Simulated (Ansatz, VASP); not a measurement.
**Cs in VASP and in Ansatz**

```
CELL_PARAMETERS angstrom
9.30532 0.00000 0.00000
-4.65266 8.05864 0.00000
0.00000 0.00000 5.56098
ATOMIC_POSITIONS crystal
Cs 0.00000 0.00000 0.00000
Cs 0.33333 0.66667 0.50000
Cs 0.66667 0.33333 0.50000
```

Alike in both runs: task single point; functional r2SCAN; k mesh 5 × 5 × 7; occupations fermi-dirac, width 0.1 eV; no spin polarisation.

|  | VASP | Ansatz |
| --- | --- | --- |
| version | VASP 6.6.1 | Ansatz 0.2.0 |
| potentials or method | VASP PAW PBE potentials, release 64 (Cs_sv), cutoff 520 eV | plane waves (500 eV) with PAW, scalar-relativistic |
| valence electrons in the cell | 27 | 27 |

```csv
,VASP,Ansatz,Ansatz less VASP
pressure (GPa),-0.2,-0.2,0.00
```

VASP's potentials were made for PBE, not for r2SCAN.

Neither program's run includes spin-orbit coupling.
